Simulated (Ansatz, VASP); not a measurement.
**Two plane-wave programs on ZnGa2O2**

INCAR

```
SYSTEM = ZnGa2O2
  PREC = Accurate
  ENCUT = 600
  EDIFF = 1E-6
  ISMEAR = 0
  SIGMA = 0.1
  LREAL = .False.
  LASPH = .True.
  NELM = 60
  ALGO = Normal
  ISIF = 3
  LWAVE = .False.
  LCHARG = .False.
  GGA = PE
  IBRION = 2
  NSW = 90
  EDIFFG = -0.04
```

File KPOINTS:

```
Automatic mesh
0
Gamma
  6 6 4
  0 0 0
```

POSCAR

```
ZnGa2O2
1.0
    3.7124003500      0.0000000000      0.0000000000
    0.0000000000      3.7124003500      0.0000000000
    0.0000000000      0.0000000000      4.9079759500
Zn Ga O
1 2 2
Direct
    0.0000000000      0.0000000000      0.0000000000
    0.5000000000      0.5000000000      0.7247068300
    0.5000000000      0.5000000000      0.2752931700
    0.5000000000      0.0000000000      0.5000000000
    0.0000000000      0.5000000000      0.5000000000
```

Input for Ansatz:

```yaml
crystal:
  lattice:
    - [3.71240035, 0.0, 0.0]
    - [0.0, 3.71240035, 0.0]
    - [0.0, 0.0, 4.90797595]
  atoms:
    - { symbol: Zn, position: [0.0, 0.0, 0.0] }
    - { symbol: Ga, position: [0.5, 0.5, 0.72470683] }
    - { symbol: Ga, position: [0.5, 0.5, 0.27529317] }
    - { symbol: O, position: [0.5, 0.0, 0.5] }
    - { symbol: O, position: [0.0, 0.5, 0.5] }
basis:
  ecutwfc: 420
kpoints:
  mp_grid: { grid: [6, 6, 4] }
hamiltonian:
  xc: pbe
scf:
  occupations: { method: gaussian, width: 0.1 }
  lower_state_search: "off"
output:
  forces: true
  stress: true
  eigenvalues: true
relax:
  adjacent_minimum: "off"
  f_tol: 0.04
  max_steps: 70
  cell: { stress_tol: 0.4 }
```

Change from the starting cell: species swapped into the BaAs2Pd2 type (P4/mmm, No. 123).

Alike in both runs: task relaxation of cell and atoms; functional PBE; k mesh 6 × 6 × 4; occupations gaussian, width 0.1 eV; no spin polarisation.

|  | VASP | Ansatz |
| --- | --- | --- |
| version | VASP 6.6.1 | Ansatz 0.2.0 |
| potentials or method | VASP PAW PBE potentials, release 64 (Zn, Ga_d, O), cutoff 600 eV | scalar-relativistic, plane waves, PAW |
| valence electrons in the cell | 50 | 50 |

```csv
,VASP,Ansatz,Ansatz less VASP
"gap on the k mesh at the Fermi level, each at its own relaxed structure (eV)",none,none,-
relaxed volume (Å³/atom),13.08,13.08,+0.001
relaxed cell length with the largest relative difference (Å),4.954,4.955,+0.0001
```

A gap of «none» marks a metal or a gap that the smearing closes.
